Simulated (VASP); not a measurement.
# Ru (P6_3/mmc) in VASP: a series of runs

Ru is run at these levels: PBE; tasks: relaxation of cell and atoms.

All numbers are computed with VASP 6.6.1; they aren't measurements. Logs are shortened: lines on timing, memory, paths and dates and some standing lists are left out, and cuts for length are marked.

**1. The cell of the first run**

Symmetry: P6_3/mmc, No. 194, hexagonal system. Conventional cell: a = 2.915 Å, b = 2.915 Å, c = 7.940 Å, α = 90.00°, β = 90.00°, γ = 120.00°. Within 2.2 Å of Ru (site symmetry -6m2) lie 3 Ru at 1.68 Å. Ru (site symmetry -6m2) has 3 Ru at 1.68 Å within 2.2 Å.

**2. Relaxation of cell and atoms, PBE**

Contents of INCAR:

```
PREC     = Accurate       # precision mode
ENCUT    = 600            # plane-wave cutoff, eV
EDIFF    = 1E-6           # SCF threshold, eV
ISMEAR   = 0              # smearing method
SIGMA    = 0.1            # smearing width, eV
LREAL    = F              # projectors in reciprocal space
LASPH    = T              # aspherical terms in the spheres
NELM     = 100            # most SCF steps
ALGO     = Normal         # electronic algorithm
ISIF     = 3              # what is computed and relaxed
LWAVE    = F              # write WAVECAR
LCHARG   = F              # write CHGCAR
GGA      = PE             # functional
IBRION   = 2              # ionic algorithm
NSW      = 90             # ionic steps
EDIFFG   = -0.04          # ionic threshold
```

Contents of KPOINTS:

```
Automatic mesh
0
Gamma
  6 6 2
```

Contents of POSCAR:

```
Ru
1.0
    2.9151342121      0.0000000000      0.0000000000
   -1.4575671061      2.5245802831      0.0000000000
    0.0000000000      0.0000000000      7.9395931794
Ru
4
Direct
    0.0000000000      0.0000000000      0.2500000000
    0.0000000000      0.0000000000      0.7500000000
    0.3333333333      0.6666666667      0.7500000000
    0.6666666667      0.3333333333      0.2500000000
```

Potentials or basis: VASP PAW PBE potentials, release 64 (Ru_pv).

The run is started by

```sh
cat potpaw_PBE.64/Ru_pv/POTCAR > POTCAR
mpirun -np 1 vasp_std > vasp.out
```

OUTCAR:

```text
PREC = Accurate
   ENCUT = 600
   EDIFF = 1E-6
   ISMEAR = 0
   LREAL = F
   LASPH = T
   NELM = 100
   ISIF = 3
   GGA = PE
   IBRION = 2
   NSW = 90
   EDIFFG = -0.04

 ion  position               nearest neighbor table
   1  0.000  0.000  0.250-   4 1.68   4 1.68   4 1.68
   2  0.000  0.000  0.750-   3 1.68   3 1.68   3 1.68
   3  0.333  0.667  0.750-   2 1.68   2 1.68   2 1.68
   4  0.667  0.333  0.250-   1 1.68   1 1.68   1 1.68

  LATTYP: Found a hexagonal cell.
 ALAT       =     2.9151342121
 C/A-ratio  =     2.7235772358

  Lattice vectors:

 A1 = (   2.9151342121,   0.0000000000,   0.0000000000)
 A2 = (  -1.4575671061,   2.5245802831,   0.0000000000)
 A3 = (   0.0000000000,   0.0000000000,   7.9395931794)

Analysis of symmetry for initial positions (statically):
=====================================================================
 Subroutine PRICEL returns:
 Original cell was already a primitive cell.

 Routine SETGRP: Setting up the symmetry group for a
 hexagonal supercell.

 Subroutine GETGRP returns: Found 24 space group operations
 (whereof 12 operations were pure point group operations)
 out of a pool of 24 trial point group operations.

The static configuration has the point symmetry D_3d.
 The point group associated with its full space group is D_6h.

Analysis of symmetry for dynamics (positions and initial velocities):
=====================================================================
 Subroutine PRICEL returns:
 Original cell was already a primitive cell.

 Routine SETGRP: Setting up the symmetry group for a
 hexagonal supercell.

 Subroutine GETGRP returns: Found 24 space group operations
 (whereof 12 operations were pure point group operations)
 out of a pool of 24 trial point group operations.

The dynamic configuration has the point symmetry D_3d.
 The point group associated with its full space group is D_6h.

 Subroutine INISYM returns: Found 24 space group operations
 (whereof 12 operations are pure point group operations),
 and found     1 'primitive' translations

----------------------------------------------------------------------------------------

                                     Primitive cell

  volume of cell :      58.4314

  direct lattice vectors                    reciprocal lattice vectors
     2.915134212  0.000000000  0.000000000     0.343037379  0.198052723  0.000000000
    -1.457567106  2.524580283  0.000000000     0.000000000  0.396105446  0.000000000
     0.000000000  0.000000000  7.939593179     0.000000000  0.000000000  0.125951038

  length of vectors
     2.915134212  2.915134212  7.939593179     0.396105446  0.396105446  0.125951038

  position of ions in fractional coordinates (direct lattice)
     0.000000000  0.000000000  0.250000000
     0.000000000  0.000000000  0.750000000
     0.333333333  0.666666667  0.750000000
     0.666666667  0.333333333  0.250000000

  ion indices of the primitive-cell ions
   primitive index   ion index
                 1           1
                 2           2
                 3           3
                 4           4

----------------------------------------------------------------------------------------

 KPOINTS: Automatic mesh

Automatic generation of k-mesh.
 Grid dimensions read from file:
 generate k-points for:    6    6    2

 Generating k-lattice:

  Cartesian coordinates                     Fractional coordinates (reciprocal lattice)
     0.057172897  0.033008787  0.000000000     0.166666667  0.000000000  0.000000000
     0.000000000  0.066017574  0.000000000     0.000000000  0.166666667  0.000000000
     0.000000000  0.000000000  0.062975519     0.000000000  0.000000000  0.500000000

  Length of vectors
     0.066017574  0.066017574  0.062975519

  Shift w.r.t. Gamma in fractional coordinates (k-lattice)
     0.000000000  0.000000000  0.000000000

 Subroutine IBZKPT returns following result:
 ===========================================

 Found     14 irreducible k-points:

 Following reciprocal coordinates:
            Coordinates               Weight
  0.000000  0.000000  0.000000      1.000000
  0.166667  0.000000  0.000000      6.000000
  0.333333 -0.000000  0.000000      6.000000
  0.500000 -0.000000  0.000000      3.000000
  0.166667  0.166667  0.000000      6.000000
  0.333333  0.166667  0.000000     12.000000
  0.333333  0.333333  0.000000      2.000000
  0.000000  0.000000  0.500000      1.000000
  0.166667  0.000000  0.500000      6.000000
  0.333333 -0.000000  0.500000      6.000000
  0.500000 -0.000000  0.500000      3.000000
  0.166667  0.166667  0.500000      6.000000
  0.333333  0.166667  0.500000     12.000000
  0.333333  0.333333  0.500000      2.000000
   k-points           NKPTS =     14   k-points in BZ     NKDIM =     14   number of bands    NBANDS=     33
   number of dos      NEDOS =    301   number of ions     NIONS =      4
   total plane-waves  NPLWV =  36864
   dimension x,y,z NGX =    24 NGY =   24 NGZ =   64
   dimension x,y,z NGXF=    48 NGYF=   48 NGZF=  128
   ions per type =               4
   NGX,Y,Z   is equivalent  to a cutoff of  13.69, 13.69, 13.40 a.u.
   NGXF,Y,Z  is equivalent  to a cutoff of  27.37, 27.37, 26.80 a.u.
 SYSTEM =  unknown system
   PREC   = accura    normal or accurate (medium, high low for compatibility)
   ISTART =      0    job   : 0-new  1-cont  2-samecut
   ICHARG =      2    charge: 1-file 2-atom 10-const
   ISPIN  =      1    spin polarized calculation?
   LNONCOLLINEAR =      F non collinear calculations
   LSORBIT =      F    spin-orbit coupling
   LASPH  =      T    aspherical Exc in radial PAW
   ENCUT  =  600.0 eV  44.10 Ry    6.64 a.u.   5.82  5.82 15.86*2*pi/ulx,y,z
   NELM   =    100;   NELMIN=  2; NELMDL= -5     # of ELM steps
   EDIFF  = 0.1E-05   stopping-criterion for ELM
   LREAL  =      F    real-space projection
   EDIFFG = -.4E-01   stopping-criterion for IOM
   NSW    =     90    number of steps for IOM
   IBRION =      2    ionic relax: 0-MD 1-quasi-New 2-CG
   NFREE  =      1    steps in history (QN), initial steepest desc. (CG)
   ISIF   =      3    stress and relaxation
   ISYM   =      2    0-nonsym 1-usesym 2-fastsym
   POTIM  = 0.5000    time-step for ionic-motion
   TEBEG  =    0.0;   TEEND  =   0.0 temperature during run
   PSTRESS=    0.0 pullay stress
   NELECT =      56.0000    total number of electrons
   NUPDOWN=      -1.0000    fix difference up-down
   EMIN   =  10.00;   EMAX   =-10.00  energy-range for DOS
   EFERMI =   0.00;   METHOD = LEGACY
   ISMEAR =     0;   SIGMA  =   0.10  broadening in eV -4-tet -1-fermi 0-gaus
   EFERMI_NEDOS =   21; number of points for ismear=-14 and -15
   IALGO  =     38    algorithm
   IMIX   =      4    mixing-type and parameters
     AMIX     =   0.40;   BMIX     =  1.00
     AMIX_MAG =   1.60;   BMIX_MAG =  1.00
  volume/ion in A,a.u.               =      14.61        98.58
  Fermi-wavevector in a.u.,A,eV,Ry     =   1.614069  3.050149 35.446166  2.605220
  Thomas-Fermi vector in A             =   2.709037
   LORBIT       =      0    0 simple, 1 ext, 2 COOP (PROOUT), +10 PAW based schemes
   GGA     = PE    functional components
   LHFCALC =     F    Hartree Fock is set to
   AEXX    =    0.0000 exact exchange contribution
   IVDW    =     0    specifies the selected vdW correction
   LEPSILON=     F    determine dielectric tensor
   LRPA    =     F    only Hartree local field effects (RPA)
 conjugate gradient relaxation of ions
 non-spin polarized calculation
 Gauss-broadening in eV      SIGMA  =   0.10
  energy-cutoff  :      600.00
  volume of cell :       58.43
 maximum number of plane-waves:      1976
 NGX is ok and might be reduce to    24
   NGX = 11   NGY = 11   NGZ = 31

--------------------------------------- Ionic step        1  -------------------------------------------

 number of electron      55.9999988 magnetization

 Free energy of the ion-electron system (eV)
  ---------------------------------------------------
  ext. energy  EPLUGINS =         0.00000000
  ---------------------------------------------------
  free energy    TOTEN  =        28.43305021 eV

  energy without entropy =       28.44012911  energy(sigma->0) =       28.43658966

------------------------ aborting loop because EDIFF is reached ----------------------------------------

  FORCE on cell =-STRESS in cart. coord.  units (eV):
  Direction    XX          YY          ZZ          XY          YZ          ZX
  --------------------------------------------------------------------------------------
  -------------------------------------------------------------------------------------
  Total      218.2025735    218.2025735      0.5107533     -0.0000000     -0.0000000     -0.0000000
  in kB     5983.0751847   5983.0751846     14.0047641     -0.0000001     -0.0000000     -0.0000000
  external PRESSURE =    3993.3850445 kB  Pullay stress =       0.0000000 kB
[... 2142 lines left out ...]
     32      12.3613      0.00000
     33      13.1594      0.00000

[... ionic steps 4 to 16 ...]

--------------------------------------- Ionic step       17  -------------------------------------------

 number of electron      55.9999922 magnetization

------------------------ aborting loop because EDIFF is reached ----------------------------------------

  FORCE on cell =-STRESS in cart. coord.  units (eV):
  Direction    XX          YY          ZZ          XY          YZ          ZX
  --------------------------------------------------------------------------------------
  -------------------------------------------------------------------------------------
  Total        0.0443166      0.0443166     -0.2470906     -0.0000000      0.0000000      0.0000000
  in kB        0.9945629      0.9945629     -5.5452659     -0.0000000      0.0000000      0.0000000
  external PRESSURE =      -1.1853800 kB  Pullay stress =       0.0000000 kB
[... 61 lines left out ...]
  energy  without entropy=      -31.4286306223  energy(sigma->0) =      -31.44492571

--------------------------------------- Ionic step       19  -------------------------------------------

 number of electron      55.9999921 magnetization

 Free energy of the ion-electron system (eV)
  ---------------------------------------------------
  ext. energy  EPLUGINS =         0.00000000
  ---------------------------------------------------
  free energy    TOTEN  =       -31.46144348 eV

  energy without entropy =      -31.42880190  energy(sigma->0) =      -31.44512269

 E-fermi :   8.9838     XC(G=0): -12.2201

 val. band max:        8.8604274005   @ k =   0.3333  -0.0000   0.0000
 cond. band min:       9.0134607152   @ k =   0.1667   0.0000   0.5000
 fundamental gap:      0.1530333148
 Fermi energy:         8.9837825621

 k-point     1 :       0.0000    0.0000    0.0000
  band No.  band energies     occupation
      1     -34.9706      2.00000
      2     -34.6721      2.00000
      3     -34.6721      2.00000
      4     -34.5501      2.00000
      5     -34.5501      2.00000
      6     -33.6776      2.00000
[... 524 lines left out ...]
  FREE ENERGIE OF THE ION-ELECTRON SYSTEM (eV)
  ---------------------------------------------------
  free  energy   TOTEN  =       -31.4614434821 eV

  energy  without entropy=      -31.4288018987  energy(sigma->0) =      -31.44512269

 reached required accuracy - stopping structural energy minimisation
```

Run time: 12 min. Hardware: 1 thread of Intel Xeon 8259CL, shared host; peak memory 0.2 GiB.

What came out:

| Quantity | Value |
| --- | --- |
| Free energy | -31.4614 eV |
| Relaxed volume | 17.83 Å³/atom |
| Relaxed cell | a = 4.129 Å, b = 4.129 Å, c = 4.829 Å, α = 90.00°, β = 90.00°, γ = 120.00° |
| Space group after relaxing (to 0.1 Å) | P6_3/mmc (No. 194) |
| Pressure after relaxing | 0.1 GPa |

Final structure:
```cif
data_structure
_symmetry_space_group_name_H-M 'P 1'
_symmetry_Int_Tables_number 1
_cell_length_a 4.1291
_cell_length_b 4.1291
_cell_length_c 4.8294
_cell_angle_alpha 90.000
_cell_angle_beta 90.000
_cell_angle_gamma 120.000
_cell_volume 71.31
loop_
_atom_site_label
_atom_site_type_symbol
_atom_site_fract_x
_atom_site_fract_y
_atom_site_fract_z
_atom_site_occupancy
Ru1 Ru 0.00000 0.00000 0.25000 1
Ru2 Ru 0.00000 0.00000 0.75000 1
Ru3 Ru 0.33333 0.66667 0.75000 1
Ru4 Ru 0.66667 0.33333 0.25000 1
```

Caveat: the k points lie up to 0.65 Å⁻¹ apart in the final cell; the volume moved by over 15 % at a fixed basis, so the end points are rough; the highest band is partly filled, so the run has too few bands.

**3. Relaxation of cell and atoms, PBE**

This run uses another cell than the first one, of 17.84 Å³/atom.

Contents of INCAR:

```
SYSTEM = Ru
PREC     = Accurate       ! precision mode
ENCUT    = 600            ! plane-wave cutoff, eV
EDIFF    = 1E-7           ! SCF threshold, eV
ISMEAR   = 0              ! smearing method
SIGMA    = 0.1            ! smearing width, eV
LREAL    = .False.        ! projectors in reciprocal space
LASPH    = .True.         ! aspherical terms in the spheres
NELM     = 100            ! most SCF steps
ALGO     = Normal         ! electronic algorithm
ISIF     = 3              ! what is computed and relaxed
LWAVE    = .False.        ! write WAVECAR
LCHARG   = .False.        ! write CHGCAR
GGA      = PE             ! functional
IBRION   = 2              ! ionic algorithm
NSW      = 90             ! ionic steps
EDIFFG   = -0.04          ! ionic threshold
```

Contents of KPOINTS:

```
regular mesh
0
Gamma
  6 6 4
  0 0 0
```

Contents of POSCAR:

```
Ru
1.0
    4.1341743928      0.0000000000      0.0000000000
   -2.0670871964      3.5803000478      0.0000000000
    0.0000000000      0.0000000000      4.8204330188
Ru
4
Direct
    0.0000000000      0.0000000000      0.2500000000
    0.0000000000      0.0000000000      0.7500000000
    0.3333333333      0.6666666667      0.7500000000
    0.6666666667      0.3333333333      0.2500000000
```

Potentials or basis: VASP PAW PBE potentials, release 64 (Ru_pv).

The run is started by

```sh
cat potpaw_PBE.64/Ru_pv/POTCAR > POTCAR
mpirun -np 1 vasp_std > vasp.out
```

Run time: 2.7 min. Hardware: 1 thread of Intel Xeon 8259CL, shared host; peak memory 0.25 GiB.

The run converged. Its results:

```yaml
Free_energy: -31.5838 eV
Relaxed_volume: 17.75 Å³/atom
Relaxed_cell: a = 4.157 Å, b = 4.157 Å, c = 4.745 Å, α = 90.00°, β = 90.00°, γ = 120.00°
Space_group_after_relaxing_to_0.1_Å: P6_3/mmc (No. 194)
Energy_gained_by_relaxing: 3.3 meV/atom
Ionic_steps: 2
Pressure_after_relaxing: -0.1 GPa
```

Step by step:
| step | energy change (eV) | largest force (eV/Å) | pressure (GPa) | volume (Å³) |
| --- | --- | --- | --- | --- |
| 1 | 0.0000 | 0.0000 | -0.28 | 71.35 |
| 2 | -0.0133 | 0.0000 | -0.06 | 71.02 |

Final structure:
```yaml
crystal:
  lattice:
    - [4.15719, 0.00000, 0.00000]
    - [-2.07859, 3.60023, 0.00000]
    - [0.00000, 0.00000, 4.74507]
  atoms:
    - { symbol: Ru, position: [0.00000, 0.00000, 0.25000] }
    - { symbol: Ru, position: [0.00000, 0.00000, 0.75000] }
    - { symbol: Ru, position: [0.33333, 0.66667, 0.75000] }
    - { symbol: Ru, position: [0.66667, 0.33333, 0.25000] }
```

Levels at points of the mesh, in eV from the Fermi level:
```tsv
k point	band 26	band 27	band 28	band 29	band 30	band 31
(0.00, 0.00, 0.00)	-1.67	-1.67	-0.87	0.28	0.28	0.67
(0.50, 0.00, 0.00)	-0.48	-0.43	0.48	0.67	0.93	0.94
(0.00, 0.00, 0.50)	-1.49	-1.49	-1.49	-0.36	-0.36	-0.15
(0.50, 0.00, 0.50)	-1.27	0.20	0.20	0.35	0.35	0.83
```

Caveat: the highest band is partly filled, so the run has too few bands.
